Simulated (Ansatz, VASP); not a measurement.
## Two plane-wave programs on Hf6Si6O25

```
Hf Si O
1.0
    -6.64491    0.00000    0.00000
     0.00000   -6.64491    0.00000
     3.32245    3.32245    9.02242
Hf Si O
6 6 25
Cartesian
  -3.2956 -3.3955 3.0369
  -6.6817 0.0042 -0.0326
  0.0045 0.0129 5.9478
  -3.3246 -0.0505 4.4780
  -0.0527 -3.3266 1.4468
  0.0012 -3.3116 7.4694
  0.0133 -3.2978 4.4621
  -3.3329 -0.0586 1.4795
  -3.3575 0.0191 7.4662
  -3.3176 -3.3332 5.9984
  -0.0378 -0.0117 2.9611
  -3.2825 -3.2788 -0.1063
  -0.0691 -1.2274 1.8649
  -0.0136 -1.2001 7.8699
  -3.3409 -4.5660 4.9138
  1.2315 -3.2425 3.3781
  -2.1344 0.0075 0.3638
  -2.0957 0.0417 6.4236
  -1.2128 -3.3362 3.3745
  -4.5699 -0.0449 0.3970
  2.1044 -0.0797 6.3353
  -3.2706 -2.1263 4.8988
  -0.1029 -5.4305 1.8838
  0.1779 1.2403 7.7972
  -1.2300 -0.0303 4.0839
  -4.4846 -4.0580 1.2732
  2.0901 -3.2519 7.0572
  -0.0279 -2.0915 5.5640
  -3.2513 -5.5130 2.6166
  -3.5290 1.2665 8.5056
  0.0143 -4.5345 5.5249
  -3.3259 -1.2921 2.5615
  -3.3351 -1.1926 8.5798
  -2.1004 -3.3525 7.0888
  1.2154 -0.0042 4.0165
  -2.1421 -3.2967 1.0668
  -1.3889 0.6239 9.6494
```

Alike in both runs: functional PBE; k mesh 2 × 2 × 2; occupations gaussian, width 0.02 eV; no spin polarisation.

Ansatz relaxed the structure, and its values are those at the end. VASP's run is a single point on that final structure, the one shown.

|  | VASP | Ansatz |
| --- | --- | --- |
| version | VASP 6.6.1 | Ansatz 0.2.0 |
| potentials or method | VASP PAW PBE potentials, release 64 (Hf_pv, Si, O), cutoff 520 eV | scalar-relativistic, plane waves, PAW |
| valence electrons in the cell | 234 | 330 |

Ansatz gave:

```
gap on the k mesh at the Fermi level (eV) : 3.91
least direct gap on the mesh (eV)         : 3.94
rms of the force components (eV/Å)        : 0.003
```

Q: What did VASP give for the same quantities?

A: gap on the k mesh at the Fermi level (eV): 3.88; least direct gap on the mesh (eV): 3.91; rms of the force components (eV/Å): 0.090.

VASP's potentials hold 234 valence electrons a cell and Ansatz's 330, so a difference there can come from the potentials and not from the codes.

The k mesh is coarse, so the values compare programs but aren't converged. Spin-orbit coupling is off throughout.
